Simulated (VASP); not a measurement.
# Co2Ru (Fm-3m) in VASP: further runs

Co2Ru is run at these levels: PBE; tasks: single point, relaxation of cell and atoms.

Everything below comes from runs of VASP 6.6.1. Logs are shortened: lines on timing, memory, paths and dates and some standing lists are left out, and cuts for length are marked.

**1. The cell of the first run**

The structure is cubic, space group Fm-3m (No. 225). Conventional cell: a = 5.057 Å, b = 5.057 Å, c = 5.057 Å, α = 90.00°, β = 90.00°, γ = 90.00°. Co (site symmetry -43m) has 4 Ru at 2.19 Å and 6 Co at 2.53 Å within 2.9 Å. Within 2.9 Å of Ru (site symmetry m-3m) lie 8 Co at 2.19 Å.

**2. Single point, PBE, collinear spin, ferromagnetic start**

Contents of INCAR:

```
SYSTEM = Co2Ru
PREC = Accurate
ENCUT = 520
EDIFF = 1E-6
ISMEAR = 0
SIGMA = 0.1
LREAL = .False.
LASPH = .True.
NELM = 150
ALGO = Normal
ISIF = 2
LWAVE = .False.
LCHARG = .False.
ISPIN = 2
MAGMOM = 3 3 0
LORBIT = 11
LMAXMIX = 4
GGA = PE
NBANDS = 27
```

Contents of KPOINTS:

```
regular mesh
0
Gamma
  6 6 6
  0 0 0
```

Contents of POSCAR:

```
Co2Ru
1.0
    0.0000000000      2.5285329049      2.5285329049
    2.5285329049      0.0000000000      2.5285329049
    2.5285329049      2.5285329049      0.0000000000
Co Ru
2 1
Direct
    0.2500000000      0.2500000000      0.2500000000
    0.7500000000      0.7500000000      0.7500000000
    0.0000000000      0.0000000000      0.0000000000
```

Potentials or basis: VASP PAW PBE potentials, release 64 (Co, Ru_pv).

Started as:

```sh
$ cat potpaw_PBE.64/Co/POTCAR potpaw_PBE.64/Ru_pv/POTCAR > POTCAR
$ mpirun -np 1 vasp_std > vasp.out
```

OUTCAR:

```text
SYSTEM = Co2Ru
   PREC = Accurate
   ENCUT = 520
   EDIFF = 1E-6
   ISMEAR = 0
   LREAL = .False.
   LASPH = .True.
   NELM = 150
   ISIF = 2
   ISPIN = 2
   LORBIT = 11
   GGA = PE

 ion  position               nearest neighbor table
   1  0.250  0.250  0.250-   3 2.19   3 2.19   3 2.19   3 2.19   2 2.53   2 2.53   2 2.53   2 2.53
                             2 2.53   2 2.53
   2  0.750  0.750  0.750-   3 2.19   3 2.19   3 2.19   3 2.19   1 2.53   1 2.53   1 2.53   1 2.53
                             1 2.53   1 2.53
   3  0.000  0.000  0.000-   2 2.19   2 2.19   2 2.19   1 2.19   2 2.19   1 2.19   1 2.19   1 2.19

  LATTYP: Found a face centered cubic cell.
 ALAT       =     5.0570658098

  Lattice vectors:

 A1 = (   0.0000000000,   2.5285329049,   2.5285329049)
 A2 = (   2.5285329049,   0.0000000000,   2.5285329049)
 A3 = (   2.5285329049,   2.5285329049,   0.0000000000)

Analysis of symmetry for initial positions (statically):
=====================================================================
 Subroutine PRICEL returns:
 Original cell was already a primitive cell.

 Routine SETGRP: Setting up the symmetry group for a
 face centered cubic supercell.

 Subroutine GETGRP returns: Found 48 space group operations
 (whereof 48 operations were pure point group operations)
 out of a pool of 48 trial point group operations.

The static configuration has the point symmetry O_h .

Analysis of symmetry for dynamics (positions and initial velocities):
=====================================================================
 Subroutine PRICEL returns:
 Original cell was already a primitive cell.

 Routine SETGRP: Setting up the symmetry group for a
 face centered cubic supercell.

 Subroutine GETGRP returns: Found 48 space group operations
 (whereof 48 operations were pure point group operations)
 out of a pool of 48 trial point group operations.

The dynamic configuration has the point symmetry O_h .

Analysis of structural, dynamic, and magnetic symmetry:
=====================================================================
 Subroutine PRICEL returns:
 Original cell was already a primitive cell.

 Routine SETGRP: Setting up the symmetry group for a
 face centered cubic supercell.

 Subroutine GETGRP returns: Found 48 space group operations
 (whereof 48 operations were pure point group operations)
 out of a pool of 48 trial point group operations.

The overall configuration has the point symmetry O_h .

 Subroutine INISYM returns: Found 48 space group operations
 (whereof 48 operations are pure point group operations),
 and found     1 'primitive' translations

----------------------------------------------------------------------------------------

                                     Primitive cell

  volume of cell :      32.3322

  direct lattice vectors                    reciprocal lattice vectors
     0.000000000  2.528532905  2.528532905    -0.197743126  0.197743126  0.197743126
     2.528532905  0.000000000  2.528532905     0.197743126 -0.197743126  0.197743126
     2.528532905  2.528532905  0.000000000     0.197743126  0.197743126 -0.197743126

  length of vectors
     3.575885527  3.575885527  3.575885527     0.342501141  0.342501141  0.342501141

  position of ions in fractional coordinates (direct lattice)
     0.250000000  0.250000000  0.250000000
     0.750000000  0.750000000  0.750000000
     0.000000000  0.000000000  0.000000000

  ion indices of the primitive-cell ions
   primitive index   ion index
                 1           1
                 2           2
                 3           3

----------------------------------------------------------------------------------------

 KPOINTS: regular mesh

Automatic generation of k-mesh.
 Grid dimensions read from file:
 generate k-points for:    6    6    6

 Generating k-lattice:

  Cartesian coordinates                     Fractional coordinates (reciprocal lattice)
    -0.032957188  0.032957188  0.032957188     0.166666667  0.000000000  0.000000000
     0.032957188 -0.032957188  0.032957188     0.000000000  0.166666667  0.000000000
     0.032957188  0.032957188 -0.032957188     0.000000000  0.000000000  0.166666667

  Length of vectors
     0.057083523  0.057083523  0.057083523

  Shift w.r.t. Gamma in fractional coordinates (k-lattice)
     0.000000000  0.000000000  0.000000000

 Subroutine IBZKPT returns following result:
 ===========================================

 Found     16 irreducible k-points:

 Following reciprocal coordinates:
            Coordinates               Weight
  0.000000  0.000000  0.000000      1.000000
  0.166667  0.000000  0.000000      8.000000
  0.333333  0.000000  0.000000      8.000000
  0.500000  0.000000  0.000000      4.000000
  0.166667  0.166667  0.000000      6.000000
  0.333333  0.166667  0.000000     24.000000
[... 8 lines left out ...]
 -0.333333  0.333333  0.166667     24.000000
 -0.333333  0.500000  0.166667     12.000000
   k-points           NKPTS =     16   k-points in BZ     NKDIM =     16   number of bands    NBANDS=     27
   number of dos      NEDOS =    301   number of ions     NIONS =      3
   total plane-waves  NPLWV =  21952
   dimension x,y,z NGX =    28 NGY =   28 NGZ =   28
   dimension x,y,z NGXF=    56 NGYF=   56 NGZF=   56
   ions per type =               2   1
   NGX,Y,Z   is equivalent  to a cutoff of  13.02, 13.02, 13.02 a.u.
   NGXF,Y,Z  is equivalent  to a cutoff of  26.03, 26.03, 26.03 a.u.
 SYSTEM =  Co2Ru
   PREC   = accura    normal or accurate (medium, high low for compatibility)
   ISTART =      0    job   : 0-new  1-cont  2-samecut
   ICHARG =      2    charge: 1-file 2-atom 10-const
   ISPIN  =      2    spin polarized calculation?
   LNONCOLLINEAR =      F non collinear calculations
   LSORBIT =      F    spin-orbit coupling
   LASPH  =      T    aspherical Exc in radial PAW
   ENCUT  =  520.0 eV  38.22 Ry    6.18 a.u.   6.65  6.65  6.65*2*pi/ulx,y,z
   NELM   =    150;   NELMIN=  2; NELMDL= -5     # of ELM steps
   EDIFF  = 0.1E-05   stopping-criterion for ELM
   LREAL  =      F    real-space projection
   EDIFFG = 0.1E-04   stopping-criterion for IOM
   NSW    =      0    number of steps for IOM
   IBRION =     -1    ionic relax: 0-MD 1-quasi-New 2-CG
   NFREE  =      0    steps in history (QN), initial steepest desc. (CG)
   ISIF   =      2    stress and relaxation
   ISYM   =      2    0-nonsym 1-usesym 2-fastsym
   POTIM  = 0.5000    time-step for ionic-motion
   TEBEG  =    0.0;   TEEND  =   0.0 temperature during run
   PSTRESS=    0.0 pullay stress
   NELECT =      32.0000    total number of electrons
   NUPDOWN=      -1.0000    fix difference up-down
   EMIN   =  10.00;   EMAX   =-10.00  energy-range for DOS
   EFERMI =   0.00;   METHOD = LEGACY
   ISMEAR =     0;   SIGMA  =   0.10  broadening in eV -4-tet -1-fermi 0-gaus
   EFERMI_NEDOS =   21; number of points for ismear=-14 and -15
   IALGO  =     38    algorithm
   IMIX   =      4    mixing-type and parameters
     AMIX     =   0.40;   BMIX     =  1.00
     AMIX_MAG =   1.60;   BMIX_MAG =  1.00
  volume/ion in A,a.u.               =      10.78        72.73
  Fermi-wavevector in a.u.,A,eV,Ry     =   1.631472  3.083034 36.214626  2.661700
  Thomas-Fermi vector in A             =   2.723602
   LORBIT       =     11    0 simple, 1 ext, 2 COOP (PROOUT), +10 PAW based schemes
   GGA     = PE    functional components
   LHFCALC =     F    Hartree Fock is set to
   AEXX    =    0.0000 exact exchange contribution
   IVDW    =     0    specifies the selected vdW correction
   LEPSILON=     F    determine dielectric tensor
   LRPA    =     F    only Hartree local field effects (RPA)
 spin polarized calculation
 Gauss-broadening in eV      SIGMA  =   0.10
  energy-cutoff  :      520.00
  volume of cell :       32.33
 maximum number of plane-waves:       893
 NGX is ok and might be reduce to    28
   NGX = 13   NGY = 13   NGZ = 13

 number of electron      32.0000010 magnetization       1.5321366

 Free energy of the ion-electron system (eV)
  ---------------------------------------------------
  ext. energy  EPLUGINS =         0.00000000
  ---------------------------------------------------
  free energy    TOTEN  =       -18.75006947 eV

  energy without entropy =      -18.72796411  energy(sigma->0) =      -18.73901679

 E-fermi :  13.0707     XC(G=0): -13.9798

 val. band max:       13.0526041265   @ k =  -0.1667   0.1667   0.0000
 cond. band min:      13.0807800192   @ k =  -0.3333   0.3333   0.1667
 fundamental gap:      0.0281758927
 Fermi energy:        13.0707251812

 spin component 1

 k-point     1 :       0.0000    0.0000    0.0000
  band No.  band energies     occupation
      1     -30.9624      1.00000
      2     -30.9624      1.00000
      3     -30.9624      1.00000
      4       3.9446      1.00000
      5       6.5369      1.00000
      6       6.5369      1.00000
[... 19 lines left out ...]
     26      26.3988      0.00000
     27      26.8984      0.00000

 k-point     2 :       0.1667    0.0000    0.0000
  band No.  band energies     occupation
      1     -30.9708      1.00000
      2     -30.9616      1.00000
      3     -30.9616      1.00000
      4       4.5205      1.00000
      5       6.7192      1.00000
      6       6.7192      1.00000
[... 19 lines left out ...]
     26      26.0249      0.00000
     27      28.4835      0.00000

 k-point     3 :       0.3333    0.0000    0.0000
  band No.  band energies     occupation
      1     -30.9872      1.00000
      2     -30.9600      1.00000
      3     -30.9600      1.00000
      4       5.8788      1.00000
      5       7.1375      1.00000
      6       7.1375      1.00000
[... 353 lines left out ...]
  band No.  band energies     occupation
      1     -30.9855      1.00000
      2     -30.9765      1.00000
      3     -30.9582      1.00000
      4       6.6324      1.00000
      5       6.6906      1.00000
      6       6.8346      1.00000
[... 19 lines left out ...]
     26      29.8613      0.00000
     27      30.4287      0.00000

 k-point    16 :      -0.3333    0.5000    0.1667
  band No.  band energies     occupation
      1     -30.9946      1.00000
      2     -30.9700      1.00000
      3     -30.9578      1.00000
      4       6.3500      1.00000
      5       6.4193      1.00000
      6       7.0125      1.00000
[... 19 lines left out ...]
     26      30.1226      0.00000
     27      31.6940      0.00000
 Fermi energy:        13.0707251812

 spin component 2

 k-point     1 :       0.0000    0.0000    0.0000
  band No.  band energies     occupation
      1     -30.6467      1.00000
      2     -30.6467      1.00000
      3     -30.6467      1.00000
      4       3.9736      1.00000
      5       7.0392      1.00000
      6       7.0392      1.00000
[... 19 lines left out ...]
     26      26.5231      0.00000
     27      26.8537      0.00000

 k-point     2 :       0.1667    0.0000    0.0000
  band No.  band energies     occupation
      1     -30.6552      1.00000
      2     -30.6459      1.00000
      3     -30.6459      1.00000
      4       4.5515      1.00000
      5       7.2043      1.00000
      6       7.2043      1.00000
[... 19 lines left out ...]
     26      26.0890      0.00000
     27      28.6579      0.00000

 k-point     3 :       0.3333    0.0000    0.0000
  band No.  band energies     occupation
      1     -30.6721      1.00000
      2     -30.6442      1.00000
      3     -30.6442      1.00000
      4       5.9334      1.00000
      5       7.5609      1.00000
      6       7.5609      1.00000
[... 354 lines left out ...]
      1     -30.6703      1.00000
      2     -30.6611      1.00000
      3     -30.6424      1.00000
      4       6.8446      1.00000
      5       6.9482      1.00000
      6       7.1393      1.00000
[... 19 lines left out ...]
     26      30.0169      0.00000
     27      30.5624      0.00000

 k-point    16 :      -0.3333    0.5000    0.1667
  band No.  band energies     occupation
      1     -30.6797      1.00000
      2     -30.6545      1.00000
      3     -30.6420      1.00000
      4       6.6325      1.00000
      5       6.6417      1.00000
      6       7.2994      1.00000
[... 19 lines left out ...]
     26      30.3294      0.00000
     27      31.8023      0.00000

------------------------ aborting loop because EDIFF is reached ----------------------------------------

  FORCE on cell =-STRESS in cart. coord.  units (eV):
  Direction    XX          YY          ZZ          XY          YZ          ZX
  --------------------------------------------------------------------------------------
  -------------------------------------------------------------------------------------
  Total       19.0028845     19.0028845     19.0028845      0.0000000     -0.0000000      0.0000000
  in kB      941.6603531    941.6603531    941.6603531      0.0000000     -0.0000000      0.0000000
  external PRESSURE =     941.6603531 kB  Pullay stress =       0.0000000 kB

 VOLUME and BASIS-vectors are now :
 -----------------------------------------------------------------------------
  energy-cutoff  :      520.00
  volume of cell :       32.33
      direct lattice vectors                 reciprocal lattice vectors
     0.000000000  2.528532905  2.528532905    -0.197743126  0.197743126  0.197743126
     2.528532905  0.000000000  2.528532905     0.197743126 -0.197743126  0.197743126
     2.528532905  2.528532905  0.000000000     0.197743126  0.197743126 -0.197743126

 POSITION                                       TOTAL-FORCE (eV/Angst)
 -----------------------------------------------------------------------------------
      1.26427      1.26427      1.26427         0.000000      0.000000      0.000000
      3.79280      3.79280      3.79280        -0.000000     -0.000000     -0.000000
      0.00000      0.00000      0.00000         0.000000      0.000000      0.000000
 -----------------------------------------------------------------------------------
    total drift:                                0.000000      0.000000      0.000000

  FREE ENERGIE OF THE ION-ELECTRON SYSTEM (eV)
  ---------------------------------------------------
  free  energy   TOTEN  =       -18.7500694718 eV

  energy  without entropy=      -18.7279641083  energy(sigma->0) =      -18.73901679

 total charge

# of ion       s       p       d       tot
------------------------------------------
    1        0.627   0.674   7.567   8.869
    2        0.627   0.674   7.567   8.869
    3        0.579   6.475   6.295  13.349
--------------------------------------------------
tot          1.834   7.823  21.430  31.087

 magnetization (x)

# of ion       s       p       d       tot
------------------------------------------
    1        0.002  -0.016   0.596   0.582
    2        0.002  -0.016   0.596   0.582
    3       -0.008  -0.017   0.383   0.359
--------------------------------------------------
tot         -0.004  -0.050   1.575   1.522
```

Run time: 25 s. Hardware: 1 thread of AMD EPYC 9R45 (Zen 5), shared host; peak memory 0.15 GiB.

Results:

```yaml
Free_energy: -18.7501 eV
Pressure: 94.2 GPa
Net_moment: 1.53 μB per cell
Site_moments: Co +0.58; Ru +0.36 μB
Valence_electrons_inside_the_program's_atomic_spheres: Co 8.87; Ru 13.35
```

Caveat: the cell stands under pressure; an empty level that is flat over the whole mesh can mark a ghost state of the potentials, or a narrow d or f band.

(Continued in part 2 of 3.)
